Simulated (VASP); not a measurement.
Set up this calculation in VASP 6.6.1, as the native input.

```
Task                   : single point
Functional             : PBEsol
Potentials or basis    : VASP PAW PBE potentials, release 64 (Mn_pv, Sn_d)
Cutoff                 : 520 eV
k mesh                 : 8 × 8 × 8
Occupations            : gaussian, width 0.1 eV
Spin                   : no spin polarisation
Dipole correction      : no
Further INCAR settings : ALGO = Fast; EDIFF = 1e-07; NBANDS = 50
```

The structure of MnSn2 lies in POSCAR:

```
MnSn2
1.0
   -3.2379691732      3.2379691732      2.5776557953
    3.2379691732     -3.2379691732      2.5776557953
    3.2379691732      3.2379691732     -2.5776557953
Mn Sn
2 4
Direct
    0.7500000000      0.7500000000      0.0000000000
    0.2500000000      0.2500000000      0.0000000000
    0.1617389603      0.6617389603      0.8234779207
    0.6617389603      0.8382610397      0.5000000000
    0.8382610397      0.3382610397      0.1765220793
    0.3382610397      0.1617389603      0.5000000000
```

One way to write it, as run:

INCAR

```
PREC = Accurate
ENCUT = 520
EDIFF = 1E-7
ISMEAR = 0
SIGMA = 0.1
LREAL = F
LASPH = T
NELM = 100
ALGO = Fast
ISIF = 2
LWAVE = F
LCHARG = T
GGA = PS
LELF = T
LVHAR = T
NBANDS = 50
```

KPOINTS

```
regular mesh
0
Gamma
  8 8 8
```

Potentials or basis: VASP PAW PBE potentials, release 64 (Mn_pv, Sn_d).

Launch:

```sh
$ cat potpaw_PBE.64/Mn_pv/POTCAR potpaw_PBE.64/Sn_d/POTCAR > POTCAR
$ mpirun -np 1 vasp_std > vasp.out
```

Results of the run:

```yaml
Pressure: 0.0 GPa
Largest_force: 0.004 eV/Å
Band_gap_on_the_k_mesh: zero (bands 41 and 42 overlap by 0.66 eV)
```

Caveat: the PAW data sets were made with another functional, which shifts forces and pressure a little; spin-orbit coupling is left out, which moves the levels of the heavy elements; the run has no spin polarisation, though such a crystal can be magnetic.

Wall time 14 min on 1 thread of AMD EPYC 7R43 64-Core Processor (Zen 3), with other jobs on the host, peak memory 0.36 GiB.
